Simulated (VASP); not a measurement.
# LiF in VASP: further runs, part 2 of 2

VASP 6.6.1. Earlier steps stand in the parts before.

## 4. Single point, HSE06 (epitaxial xy strain +3.0%)

Contents of POSCAR:

```
LiF
1.0
    3.1734430103      0.0000000000      0.0000000000
   -1.5867215051      2.7482822644      0.0000000000
    0.0000000000      0.0000000000      4.5057633622
Li F
2 2
Direct
    0.3333333333      0.6666666667     -0.0218484462
    0.6666666667      0.3333333333      0.4781515538
    0.3333333333      0.6666666667      0.3968484462
    0.6666666667      0.3333333333      0.8968484462
```

Contents of INCAR.step1:

```
SYSTEM = LiF
  ALGO = Normal
  EDIFF = 1E-5
  ENCUT = 520
  GGA = PE
  ISIF = 2
  ISMEAR = 0
  LASPH = .TRUE.
  LCHARG = .FALSE.
  LREAL = .FALSE.
  LWAVE = .TRUE.
  NBANDS = 18
  NELM = 100
  PREC = Accurate
  SIGMA = 0.01
```

Contents of INCAR.step2:

```
SYSTEM = LiF
  ALGO = Normal
  EDIFF = 1E-6
  ENCUT = 520
  GGA = PE
  HFSCREEN = 0.2079
  ISIF = 2
  ISMEAR = 0
  ISTART = 1
  LASPH = .TRUE.
  LCHARG = .FALSE.
  LHFCALC = .TRUE.
  LREAL = .FALSE.
  LWAVE = .FALSE.
  NBANDS = 18
  NELM = 100
  PREC = Accurate
  PRECFOCK = Normal
  SIGMA = 0.01
```

Contents of KPOINTS:

```
k-points
0
G
  6 6 4
  0 0 0
```

Potentials or basis: VASP PAW PBE potentials, release 64 (Li_sv, F).

Started as:

```bash
cat potpaw_PBE.64/Li_sv/POTCAR potpaw_PBE.64/F/POTCAR > POTCAR
cp INCAR.step1 INCAR
mpirun -np 1 vasp_std > vasp.out
cp INCAR.step2 INCAR
mpirun -np 1 vasp_std > vasp.out
```

OUTCAR:

```text
SYSTEM = LiF
   EDIFF = 1E-6
   ENCUT = 520
   GGA = PE
   HFSCREEN = 0.2079
   ISIF = 2
   ISMEAR = 0
   ISTART = 1
   LASPH = .TRUE.
   LHFCALC = .TRUE.
   LREAL = .FALSE.
   NELM = 100
   PREC = Accurate
   PRECFOCK = Normal

 ion  position               nearest neighbor table
   1  0.333  0.667  0.978-   4 1.87   4 1.87   4 1.87   3 1.89
   2  0.667  0.333  0.478-   3 1.87   3 1.87   3 1.87   4 1.89
   3  0.333  0.667  0.397-   2 1.87   2 1.87   2 1.87   1 1.89
   4  0.667  0.333  0.897-   1 1.87   1 1.87   1 1.87   2 1.89

  LATTYP: Found a hexagonal cell.
 ALAT       =     3.1734430103
 C/A-ratio  =     1.4198343400

  Lattice vectors:

 A1 = (   3.1734430103,   0.0000000000,   0.0000000000)
 A2 = (  -1.5867215051,   2.7482822644,   0.0000000000)
 A3 = (   0.0000000000,   0.0000000000,   4.5057633622)

Analysis of symmetry for initial positions (statically):
=====================================================================
 Subroutine PRICEL returns:
 Original cell was already a primitive cell.

 Routine SETGRP: Setting up the symmetry group for a
 hexagonal supercell.
[... 177 lines left out ...]

 E-fermi :  -3.7969     XC(G=0):  -7.3066

 val. band max:       -3.8812777254   @ k =   0.0000   0.0000   0.0000
 cond. band min:       5.9056561246   @ k =   0.0000   0.0000   0.0000
 fundamental gap:      9.7869338500
 Fermi energy:        -3.7969086213

 k-point     1 :       0.0000    0.0000    0.0000
  band No.  band energies     occupation
      1     -46.6249      2.00000
      2     -46.5707      2.00000
      3     -25.1430      2.00000
      4     -24.7459      2.00000
      5      -6.4690      2.00000
      6      -4.8082      2.00000
[... 418 lines left out ...]
      5      -5.6926      2.00000
      6      -5.6926      2.00000
[... 10 lines left out ...]
     17      19.5188      0.00000
     18      19.5188      0.00000

------------------------ aborting loop because EDIFF is reached ----------------------------------------

  FORCE on cell =-STRESS in cart. coord.  units (eV):
  Direction    XX          YY          ZZ          XY          YZ          ZX
  --------------------------------------------------------------------------------------
  -------------------------------------------------------------------------------------
  Total       -0.0852551     -0.0852551      0.2524760     -0.0000000      0.0000000      0.0000000
  in kB       -3.4759246     -3.4759246     10.2936696     -0.0000000      0.0000000      0.0000000
  external PRESSURE =       1.1139401 kB  Pullay stress =       0.0000000 kB

 VOLUME and BASIS-vectors are now :
 -----------------------------------------------------------------------------
  energy-cutoff  :      520.00
  volume of cell :       39.30
      direct lattice vectors                 reciprocal lattice vectors
     3.173443010  0.000000000  0.000000000     0.315115159  0.181931822  0.000000000
    -1.586721505  2.748282264  0.000000000     0.000000000  0.363863644  0.000000000
     0.000000000  0.000000000  4.505763362     0.000000000  0.000000000  0.221937976

 POSITION                                       TOTAL-FORCE (eV/Angst)
 -----------------------------------------------------------------------------------
     -0.00000      1.83219      4.40732        -0.000000     -0.000000      0.003959
      1.58672      0.91609      2.15444         0.000000     -0.000000      0.003959
     -0.00000      1.83219      1.78811         0.000000     -0.000000     -0.003959
      1.58672      0.91609      4.04099        -0.000000      0.000000     -0.003959
 -----------------------------------------------------------------------------------
    total drift:                               -0.000002     -0.000004     -0.003740

  FREE ENERGIE OF THE ION-ELECTRON SYSTEM (eV)
  ---------------------------------------------------
  free  energy   TOTEN  =       -22.7422830684 eV

  energy  without entropy=      -22.7422830684  energy(sigma->0) =      -22.74228307
```

OUTCAR.step1:

```text
SYSTEM = LiF
   EDIFF = 1E-5
   ENCUT = 520
   GGA = PE
   ISIF = 2
   ISMEAR = 0
[... 667 lines left out ...]
     -0.00000      1.83219      4.40732        -0.000000      0.000000     -0.013818
      1.58672      0.91609      2.15444         0.000000     -0.000000     -0.013818
     -0.00000      1.83219      1.78811        -0.000000      0.000000      0.013818
      1.58672      0.91609      4.04099         0.000000      0.000000      0.013818
 -----------------------------------------------------------------------------------
    total drift:                               -0.000002     -0.000003     -0.002423

  FREE ENERGIE OF THE ION-ELECTRON SYSTEM (eV)
  ---------------------------------------------------
  free  energy   TOTEN  =       -19.2661709275 eV

  energy  without entropy=      -19.2661709275  energy(sigma->0) =      -19.26617093
```

OSZICAR.step1:

```text
N       E                     dE             d eps       ncg     rms          rms(c)
DAV:   1     0.120340778974E+03    0.12034E+03   -0.11091E+04   764   0.121E+03
DAV:   2    -0.102031027642E+02   -0.13054E+03   -0.12729E+03   882   0.301E+02
DAV:   3    -0.205740769458E+02   -0.10371E+02   -0.10316E+02  1354   0.626E+01
DAV:   4    -0.206714200736E+02   -0.97343E-01   -0.97128E-01   966   0.742E+00
DAV:   5    -0.206725841861E+02   -0.11641E-02   -0.11639E-02   916   0.691E-01    0.730E+00
DAV:   6    -0.192085943845E+02    0.14640E+01   -0.39365E+00   788   0.151E+01    0.225E+00
DAV:   7    -0.192310811260E+02   -0.22487E-01   -0.10670E-01   880   0.233E+00    0.147E+00
DAV:   8    -0.192661202340E+02   -0.35039E-01   -0.57324E-02   826   0.232E+00    0.354E-01
DAV:   9    -0.192651538716E+02    0.96636E-03   -0.54232E-03  1018   0.648E-01    0.100E-01
DAV:  10    -0.192661925254E+02   -0.10387E-02   -0.15378E-03   800   0.266E-01    0.568E-02
DAV:  11    -0.192661687154E+02    0.23810E-04   -0.79230E-05   992   0.798E-02    0.105E-02
DAV:  12    -0.192661709275E+02   -0.22121E-05   -0.68891E-06   714   0.215E-02
   1 F= -.19266171E+02 E0= -.19266171E+02  d E =-.614968E-71
```

Run time: 26 min. Hardware: 1 thread of Intel Xeon Platinum 8375C at 2.90GHz (Ice Lake), shared host; peak memory 0.26 GiB.

Results:

```
Free energy            : -22.7423 eV
Largest force          : 0.004 eV/Å
Band gap on the k mesh : 9.79 eV, direct
```

Forces on the atoms (eV/Å):
```
Li   0.000  0.000  0.004
Li   0.000  0.000  0.004
F    0.000  0.000 -0.004
F    0.000  0.000 -0.004
```

Caveat: the cell differs from its parent crystal (epitaxial xy strain +3.0%); the cutoff is under 1.25 times the usual one of these potentials, so pressure, stress and relaxed cells hold a basis-set (Pulay) error; the PAW data sets were made with another functional, which shifts forces and pressure a little.

## 5. The runs side by side

```csv
level,cell,k mesh,smearing,grid for exact exchange (PRECFOCK),screening parameter,gap on the mesh (eV)
PBE,"a = 3.081, b = 3.081, c = 4.785 Å, angles 90.0, 90.0, 120.0°, 4 atoms",12 × 12 × 6,fermi-dirac 0.02 eV,-,-,7.84
r2SCAN,"a = 2.927, b = 3.043, c = 4.785 Å, angles 90.0, 90.0, 118.7°, 4 atoms",12 × 12 × 6,gaussian 0.01 eV,-,-,8.99
HSE06,"a = 3.173, b = 3.173, c = 4.506 Å, angles 90.0, 90.0, 120.0°, 4 atoms",6 × 6 × 4,gaussian 0.01 eV,Normal,0.2079 1/Å,9.79
```

Alike in all rows: task single point; potentials or basis VASP PAW PBE potentials, release 64 (Li_sv, F); no spin polarisation; cutoff (eV) 520.

Caveats: the cutoff is under 1.25 times the usual one of these potentials, so pressure, stress and relaxed cells hold a basis-set (Pulay) error; the PAW data sets were made with another functional, which shifts forces and pressure a little (some runs).

Absolute energies hang on the potentials; compare differences alone.
